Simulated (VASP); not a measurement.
# GaP (F-43m) in VASP: notebook

The runs below take GaP through vibrations by perturbation theory, with LDA.

Everything below comes from runs of VASP 6.6.1. Logs are shortened: lines on timing, memory, paths and dates and some standing lists are left out, and cuts for length are marked.

**1. The cell of the first run**

The structure is cubic, space group F-43m (No. 216). The conventional cell has a = 5.170 Å, b = 5.170 Å, c = 5.170 Å, α = 90.00°, β = 90.00°, γ = 90.00°. Within 3.0 Å of Ga (site symmetry -43m) lie 4 P at 2.24 Å. P (site symmetry -43m) has 4 Ga at 2.24 Å within 3.0 Å.

**2. Vibrations by perturbation theory, LDA**

INCAR reads:

```
PREC = Accurate ; ENCUT = 520
EDIFF = 1E-8 ; ISMEAR = 0
SIGMA = 0.01 ; LREAL = F
LASPH = T ; NELM = 80
ALGO = Normal ; ISIF = 2
LWAVE = F ; LCHARG = F
IBRION = 8 ; NSW = 1
```

KPOINTS reads:

```
Automatic mesh
0
Gamma
  8 8 8
```

POSCAR reads:

```
GaP
1.0
    2.5847951302      2.5847951302      0.0000000000
   -2.5847951302      2.5847951302      0.0000000000
    0.0000000000      2.5847951302      2.5847951302
Ga P
1 1
Direct
    0.0000000000      0.0000000000      0.0000000000
    0.7500000000      0.2500000000      0.5000000000
```

Potentials or basis: VASP PAW LDA potentials, release 64 (Ga_d, P).

On the command line:

```
> cat potpaw_LDA.64/Ga_d/POTCAR potpaw_LDA.64/P/POTCAR > POTCAR
> mpirun -np 1 vasp_std > vasp.out
```

OUTCAR:

```text
PREC = Accurate
   ENCUT = 520
   EDIFF = 1E-8
   ISMEAR = 0
   LREAL = F
   LASPH = T
   NELM = 80
   ISIF = 2
   IBRION = 8
   NSW = 1

 ion  position               nearest neighbor table
   1  0.000  0.000  0.000-   2 2.24   2 2.24   2 2.24   2 2.24
   2  0.750  0.250  0.500-   1 2.24   1 2.24   1 2.24   1 2.24

  LATTYP: Found a face centered cubic cell.
 ALAT       =     5.1695902604

  Lattice vectors:

 A1 = (   0.0000000000,   2.5847951302,   2.5847951302)
 A2 = (   2.5847951302,   0.0000000000,   2.5847951302)
 A3 = (   2.5847951302,   2.5847951302,   0.0000000000)

Analysis of symmetry for initial positions (statically):
=====================================================================
 Subroutine PRICEL returns:
 Original cell was already a primitive cell.

 Routine SETGRP: Setting up the symmetry group for a
 face centered cubic supercell.

 Subroutine GETGRP returns: Found 24 space group operations
 (whereof 24 operations were pure point group operations)
 out of a pool of 48 trial point group operations.

The static configuration has the point symmetry T_d .

Analysis of symmetry for dynamics (positions and initial velocities):
=====================================================================
 Subroutine PRICEL returns:
 Original cell was already a primitive cell.

 Routine SETGRP: Setting up the symmetry group for a
 face centered cubic supercell.

 Subroutine GETGRP returns: Found 24 space group operations
 (whereof 24 operations were pure point group operations)
 out of a pool of 48 trial point group operations.

The dynamic configuration has the point symmetry T_d .

 Subroutine INISYM returns: Found 24 space group operations
 (whereof 24 operations are pure point group operations),
 and found     1 'primitive' translations

----------------------------------------------------------------------------------------

                                     Primitive cell

  volume of cell :      34.5389

  direct lattice vectors                    reciprocal lattice vectors
     2.584795130  2.584795130  0.000000000     0.193438928  0.193438928 -0.193438928
    -2.584795130  2.584795130  0.000000000    -0.193438928  0.193438928 -0.193438928
     0.000000000  2.584795130  2.584795130     0.000000000  0.000000000  0.386877857

  length of vectors
     3.655452329  3.655452329  3.655452329     0.335046052  0.335046052  0.386877857

  position of ions in fractional coordinates (direct lattice)
     0.000000000  0.000000000  0.000000000
     0.750000000  0.250000000  0.500000000

  ion indices of the primitive-cell ions
   primitive index   ion index
                 1           1
                 2           2

----------------------------------------------------------------------------------------

 KPOINTS: Automatic mesh

Automatic generation of k-mesh.
 Grid dimensions read from file:
 generate k-points for:    8    8    8

 Generating k-lattice:

  Cartesian coordinates                     Fractional coordinates (reciprocal lattice)
     0.024179866  0.024179866 -0.024179866     0.125000000  0.000000000  0.000000000
    -0.024179866  0.024179866 -0.024179866     0.000000000  0.125000000  0.000000000
     0.000000000  0.000000000  0.048359732     0.000000000  0.000000000  0.125000000

  Length of vectors
     0.041880757  0.041880757  0.048359732

  Shift w.r.t. Gamma in fractional coordinates (k-lattice)
     0.000000000  0.000000000  0.000000000

 Subroutine IBZKPT returns following result:
 ===========================================

 Found     29 irreducible k-points:

 Following reciprocal coordinates:
            Coordinates               Weight
  0.000000  0.000000  0.000000      1.000000
  0.125000  0.000000  0.000000      8.000000
  0.250000  0.000000  0.000000      8.000000
  0.375000  0.000000  0.000000      8.000000
  0.500000  0.000000  0.000000      4.000000
  0.125000  0.125000  0.000000     12.000000
[... 16 lines left out ...]
  0.375000  0.250000  0.125000     48.000000
  0.500000  0.250000  0.125000     24.000000
 [... further k-points ...]
   k-points           NKPTS =     29   k-points in BZ     NKDIM =     29   number of bands    NBANDS=     13
   number of dos      NEDOS =    301   number of ions     NIONS =      2
   total plane-waves  NPLWV =  21952
   dimension x,y,z NGX =    28 NGY =   28 NGZ =   28
   dimension x,y,z NGXF=    56 NGYF=   56 NGZF=   56
   ions per type =               1   1
   NGX,Y,Z   is equivalent  to a cutoff of  12.73, 12.73, 12.73 a.u.
   NGXF,Y,Z  is equivalent  to a cutoff of  25.47, 25.47, 25.47 a.u.
 SYSTEM =  unknown system
   PREC   = accura    normal or accurate (medium, high low for compatibility)
   ISTART =      0    job   : 0-new  1-cont  2-samecut
   ICHARG =      2    charge: 1-file 2-atom 10-const
   ISPIN  =      1    spin polarized calculation?
   LNONCOLLINEAR =      F non collinear calculations
   LSORBIT =      F    spin-orbit coupling
   LASPH  =      T    aspherical Exc in radial PAW
   ENCUT  =  520.0 eV  38.22 Ry    6.18 a.u.   6.80  6.80  6.80*2*pi/ulx,y,z
   NELM   =     80;   NELMIN=  2; NELMDL= -5     # of ELM steps
   EDIFF  = 0.1E-07   stopping-criterion for ELM
   LREAL  =      F    real-space projection
   EDIFFG = 0.1E-06   stopping-criterion for IOM
   NSW    =      1    number of steps for IOM
   IBRION =      8    ionic relax: 0-MD 1-quasi-New 2-CG
   NFREE  =      0    steps in history (QN), initial steepest desc. (CG)
   ISIF   =      2    stress and relaxation
   ISYM   =      2    0-nonsym 1-usesym 2-fastsym
   POTIM  = 0.5000    time-step for ionic-motion
   TEBEG  =    0.0;   TEEND  =   0.0 temperature during run
   PSTRESS=    0.0 pullay stress
   NELECT =      18.0000    total number of electrons
   NUPDOWN=      -1.0000    fix difference up-down
   EMIN   =  10.00;   EMAX   =-10.00  energy-range for DOS
   EFERMI =   0.00;   METHOD = LEGACY
   ISMEAR =     0;   SIGMA  =   0.01  broadening in eV -4-tet -1-fermi 0-gaus
   EFERMI_NEDOS =   21; number of points for ismear=-14 and -15
   IALGO  =     38    algorithm
   IMIX   =      4    mixing-type and parameters
     AMIX     =   0.40;   BMIX     =  1.00
     AMIX_MAG =   1.60;   BMIX_MAG =  1.00
  volume/ion in A,a.u.               =      17.27       116.54
  Fermi-wavevector in a.u.,A,eV,Ry     =   1.317436  2.489593 23.614785  1.735638
  Thomas-Fermi vector in A             =   2.447477
   LORBIT       =      0    0 simple, 1 ext, 2 COOP (PROOUT), +10 PAW based schemes
   GGA     = CA    functional components
   LHFCALC =     F    Hartree Fock is set to
   AEXX    =    0.0000 exact exchange contribution
   IVDW    =     0    specifies the selected vdW correction
   LEPSILON=     F    determine dielectric tensor
   LRPA    =     F    only Hartree local field effects (RPA)
 non-spin polarized calculation
 Gauss-broadening in eV      SIGMA  =   0.01
  energy-cutoff  :      520.00
  volume of cell :       34.54
 maximum number of plane-waves:       950
   NGX = 13   NGY = 13   NGZ = 13

--------------------------------------- Ionic step        1  -------------------------------------------

 number of electron      18.0000010 magnetization

 Free energy of the ion-electron system (eV)
  ---------------------------------------------------
  ext. energy  EPLUGINS =         0.00000000
  ---------------------------------------------------
  free energy    TOTEN  =       -10.25262192 eV

  energy without entropy =      -10.25262192  energy(sigma->0) =      -10.25262192

 E-fermi :   6.3804     XC(G=0): -10.8903

 val. band max:        6.2916154454   @ k =   0.0000   0.0000   0.0000
 cond. band min:       7.4277298334   @ k =   0.5000   0.5000   0.0000
 fundamental gap:      1.1361143880
 Fermi energy:         6.3804399990

 k-point     1 :       0.0000    0.0000    0.0000
  band No.  band energies     occupation
      1      -8.7960      2.00000
      2      -8.7960      2.00000
      3      -8.7960      2.00000
      4      -8.6399      2.00000
      5      -8.6399      2.00000
      6      -7.5314      2.00000
      7       6.2916      2.00000
      8       6.2916      2.00000
      9       6.2916      2.00000
     10       9.2798      0.00000
     11      10.0008      0.00000
     12      10.0008      0.00000
     13      10.0008      0.00000
[... 354 lines left out ...]
  band No.  band energies     occupation
      1      -8.9394      2.00000
      2      -8.7478      2.00000
      3      -8.7268      2.00000
      4      -8.6507      2.00000
      5      -8.6282      2.00000
      6      -4.3697      2.00000
      7      -1.0677      2.00000
      8       2.4384      2.00000
      9       3.8537      2.00000
     10      10.0310      0.00000
     11      10.3500      0.00000
     12      13.1238      0.00000
     13      14.5442      0.00000

 [... further k-points ...]

------------------------ aborting loop because EDIFF is reached ----------------------------------------

  FORCE on cell =-STRESS in cart. coord.  units (eV):
  Direction    XX          YY          ZZ          XY          YZ          ZX
  --------------------------------------------------------------------------------------
  -------------------------------------------------------------------------------------
  Total        3.2629728      3.2629728      3.2629728     -0.0000000      0.0000000     -0.0000000
  in kB      151.3615841    151.3615841    151.3615841     -0.0000000      0.0000000     -0.0000000
  external PRESSURE =     151.3615841 kB  Pullay stress =       0.0000000 kB

 VOLUME and BASIS-vectors are now :
 -----------------------------------------------------------------------------
  energy-cutoff  :      520.00
  volume of cell :       34.54
      direct lattice vectors                 reciprocal lattice vectors
     2.584795130  2.584795130  0.000000000     0.193438928  0.193438928 -0.193438928
    -2.584795130  2.584795130  0.000000000    -0.193438928  0.193438928 -0.193438928
     0.000000000  2.584795130  2.584795130     0.000000000  0.000000000  0.386877857

 POSITION                                       TOTAL-FORCE (eV/Angst)
 -----------------------------------------------------------------------------------
      0.00000      0.00000      0.00000         0.000000     -0.000000      0.000000
      1.29240      3.87719      1.29240        -0.000000      0.000000      0.000000
 -----------------------------------------------------------------------------------
    total drift:                               -0.000001      0.000000     -0.000000

  FREE ENERGIE OF THE ION-ELECTRON SYSTEM (eV)
  ---------------------------------------------------
  free  energy   TOTEN  =       -10.2526219205 eV

  energy  without entropy=      -10.2526219205  energy(sigma->0) =      -10.25262192

[... ionic steps 2 to 3 ...]

--------------------------------------- Ionic step        4  -------------------------------------------

------------------------ aborting loop because EDIFF is reached ----------------------------------------

[... ionic steps 5 to 6 ...]

--------------------------------------- Ionic step        7  -------------------------------------------

 Free energy of the ion-electron system (eV)
  ---------------------------------------------------
  ---------------------------------------------------
  free energy    TOTEN  =        -0.04799107 eV

  energy without entropy =       -0.04799107

------------------------ aborting loop because EDIFF is reached ----------------------------------------

 INTERNAL STRAIN TENSOR  FOR ION    2  DIRECTION 1   (eV/Angst):
 -----------------------------------------------------------------------------
     0.02733  0.00000  0.00000
     0.00000 -0.01524 13.87057
     0.00000 13.87057 -0.01524

 INTERNAL STRAIN TENSOR FOR ION    2 for displacements in x,y,z  (eV/Angst):
          X           Y           Z          XY          YZ          ZX
  --------------------------------------------------------------------------------
  x     0.00000     0.00000     0.00000     0.00000    13.87057     0.00000
  y     0.00000     0.00000     0.00000     0.00000     0.00000    13.87057
  z     0.00000     0.00000     0.00000    13.87057     0.00000     0.00000

 SECOND DERIVATIVES (NOT SYMMETRIZED)
 ------------------------------------
               1X          1Y          1Z          2X          2Y          2Z
  1X   -14.220035   -0.000000    0.000000   14.220035    0.000000   -0.000000
  1Y     0.000000  -14.220035   -0.000000   -0.000000   14.220035    0.000000
  1Z     0.000000   -0.000000  -14.220035   -0.000000    0.000000   14.220035
  2X    14.206138    0.000000    0.000000  -14.206138    0.000000    0.000000
  2Y     0.000000   14.206138    0.000000    0.000000  -14.206138    0.000000
  2Z     0.000000    0.000000   14.206138    0.000000    0.000000  -14.206138

 Eigenvectors and eigenvalues of the dynamical matrix
 ----------------------------------------------------

   1 f  =   12.725524 THz    79.956823 2PiTHz  424.477778 cm-1    52.628513 meV
             X         Y         Z           dx          dy          dz
      0.000000  0.000000  0.000000    -0.554801   -0.000000    0.000000
      1.292398  3.877193  1.292398     0.831983   -0.000000    0.000000
[... 21 lines left out ...]
   6 f/i=    0.002872 THz     0.018043 2PiTHz    0.095787 cm-1     0.011876 meV
             X         Y         Z           dx          dy          dz
      0.000000  0.000000  0.000000    -0.000000    0.000000    0.831983
      1.292398  3.877193  1.292398     0.000000    0.000000    0.554801

--------------------------------------------------------------------------------------------------------

 ELASTIC MODULI CONTR FROM IONIC RELAXATION (kBar)
 Direction    XX          YY          ZZ          XY          YZ          ZX
 --------------------------------------------------------------------------------
 XX          -0.0000      0.0000      0.0000     -0.0000      0.0000     -0.0000
 YY           0.0000     -0.0000     -0.0000     -0.0000     -0.0000      0.0000
 ZZ           0.0000     -0.0000     -0.0000      0.0000     -0.0000     -0.0000
 XY          -0.0000     -0.0000      0.0000   -624.4334     -0.0000      0.0000
 YZ           0.0000     -0.0000     -0.0000     -0.0000   -624.4334      0.0000
 ZX          -0.0000      0.0000     -0.0000      0.0000      0.0000   -624.4334
 --------------------------------------------------------------------------------
```

It took 2.1 min on 1 thread of Intel Xeon Platinum 8375C at 2.90GHz (Ice Lake), shared host; peak memory 0.24 GiB.

What came out:

```yaml
Highest_phonon_frequency_at_Γ_LO-TO_splitting_left_out: 424 cm⁻¹
```

Phonon frequencies in cm⁻¹ (negative: imaginary):
```csv
q point,frequencies
"(0.000, 0.000, 0.000)",0 0 0 424 424 424
```

Caveat: the cell wasn't relaxed at this level first, which shifts response properties.

**3. Vibrations by perturbation theory, LDA**

This run uses another cell than the first one, of 17.89 Å³/atom, 1.036 times its volume.

INCAR reads:

```
ALGO     = Normal         # electronic algorithm
EDIFF    = 1E-8           # SCF threshold, eV
ENCUT    = 520            # plane-wave cutoff, eV
GGA      = CA             # functional
IBRION   = 8              # ionic algorithm
ISIF     = 2              # what is computed and relaxed
ISMEAR   = 0              # smearing method
LASPH    = T              # aspherical terms in the spheres
LCHARG   = T              # write CHGCAR
LREAL    = F              # projectors in reciprocal space
LWAVE    = F              # write WAVECAR
NBANDS   = 16             # bands
NELM     = 100            # most SCF steps
NSW      = 1              # ionic steps
PREC     = Accurate       # precision mode
SIGMA    = 0.01           # smearing width, eV
```

KPOINTS reads:

```
k-points
0
Gamma
  8 8 8
```

POSCAR reads:

```
GaP
1.0
    2.6154004888      2.6154004888      0.0000000000
   -2.6154004888      2.6154004888      0.0000000000
    0.0000000000      2.6154004888      2.6154004888
Ga P
1 1
Direct
    0.0000000000      0.0000000000      0.0000000000
    0.7500000000      0.2500000000      0.5000000000
```

Potentials or basis: VASP PAW LDA potentials, release 64 (Ga_d, P).

On the command line:

```
> cat potpaw_LDA.64/Ga_d/POTCAR potpaw_LDA.64/P/POTCAR > POTCAR
> mpirun -np 1 vasp_std > vasp.out
```

OUTCAR:

```text
EDIFF = 1E-8
   ENCUT = 520
   GGA = CA
   IBRION = 8
   ISIF = 2
   ISMEAR = 0
   LASPH = T
   LREAL = F
   NELM = 100
   NSW = 1
   PREC = Accurate

 ion  position               nearest neighbor table
   1  0.000  0.000  0.000-   2 2.27   2 2.27   2 2.27   2 2.27
   2  0.750  0.250  0.500-   1 2.27   1 2.27   1 2.27   1 2.27

  LATTYP: Found a face centered cubic cell.
 ALAT       =     5.2308009776

  Lattice vectors:

 A1 = (   0.0000000000,   2.6154004888,   2.6154004888)
 A2 = (   2.6154004888,   0.0000000000,   2.6154004888)
[... 709 lines left out ...]
               1X          1Y          1Z          2X          2Y          2Z
  1X   -13.115036    0.000000    0.000000   13.115036    0.000000    0.000000
  1Y     0.000000  -13.115036    0.000000    0.000000   13.115036    0.000000
  1Z     0.000000    0.000000  -13.115036    0.000000    0.000000   13.115036
  2X    13.067673   -0.000000    0.000000  -13.067673    0.000000   -0.000000
  2Y     0.000000   13.067673   -0.000000   -0.000000  -13.067673    0.000000
  2Z     0.000000   -0.000000   13.067673   -0.000000    0.000000  -13.067673

 Eigenvectors and eigenvalues of the dynamical matrix
 ----------------------------------------------------

   1 f  =   12.209941 THz    76.717319 2PiTHz  407.279779 cm-1    50.496234 meV
             X         Y         Z           dx          dy          dz
      0.000000  0.000000  0.000000    -0.555131    0.013990   -0.001089
      1.307700  3.923101  1.307700     0.831379   -0.020952    0.001631
[... 21 lines left out ...]
   6 f/i=    0.010200 THz     0.064090 2PiTHz    0.340244 cm-1     0.042185 meV
             X         Y         Z           dx          dy          dz
      0.000000  0.000000  0.000000     0.100273    0.632874    0.530140
      1.307700  3.923101  1.307700     0.066955    0.422585    0.353987

--------------------------------------------------------------------------------------------------------

 ELASTIC MODULI CONTR FROM IONIC RELAXATION (kBar)
 Direction    XX          YY          ZZ          XY          YZ          ZX
 --------------------------------------------------------------------------------
 XX          -0.0000      0.0000      0.0000     -0.0000      0.0000     -0.0000
 YY           0.0000     -0.0000      0.0000     -0.0000     -0.0000     -0.0000
 ZZ           0.0000      0.0000     -0.0000      0.0000     -0.0000     -0.0000
 XY          -0.0000     -0.0000      0.0000   -488.6647     -0.0000      0.0000
 YZ           0.0000     -0.0000     -0.0000     -0.0000   -488.6647      0.0000
 ZX          -0.0000     -0.0000     -0.0000      0.0000      0.0000   -488.6647
 --------------------------------------------------------------------------------
```

OSZICAR:

```text
N       E                     dE             d eps       ncg     rms          rms(c)
DAV:   1     0.809797315249E+02    0.80980E+02   -0.90023E+03   944   0.168E+03
DAV:   2    -0.478923286534E+01   -0.85769E+02   -0.81806E+02  1080   0.311E+02
DAV:   3    -0.106413778777E+02   -0.58521E+01   -0.58337E+01  1160   0.650E+01
DAV:   4    -0.107307200960E+02   -0.89342E-01   -0.89327E-01  1112   0.855E+00
[... 42 lines left out ...]
RMM:   7    -0.478977832289E-01    0.18288E-05    0.15340E-06  6324   0.264E-03    0.143E-04
RMM:   8    -0.478967979418E-01    0.98529E-06   -0.52400E-08  6214   0.914E-04    0.116E-04
RMM:   9    -0.478966376284E-01    0.16031E-06    0.23267E-08  6402   0.311E-04    0.139E-05
RMM:  10    -0.478966154101E-01    0.22218E-07    0.32290E-09  6328   0.111E-04    0.329E-06
RMM:  11    -0.478966228372E-01   -0.74271E-08    0.12101E-08  6232   0.458E-05    0.263E-06
 Linear response finished
```

It took 2.3 min on 1 thread of Intel Xeon Platinum 8375C at 2.90GHz (Ice Lake), shared host; peak memory 0.25 GiB.

What came out:

```
Highest phonon frequency at Γ, LO-TO splitting left out : 407 cm⁻¹
```

Phonon frequencies in cm⁻¹ (negative: imaginary):
| q point | frequencies |
| --- | --- |
| (0.000, 0.000, 0.000) | 0 0 0 407 407 407 |

Caveat: the cell wasn't relaxed at this level first, which shifts response properties.

[end of part 1 of 2]
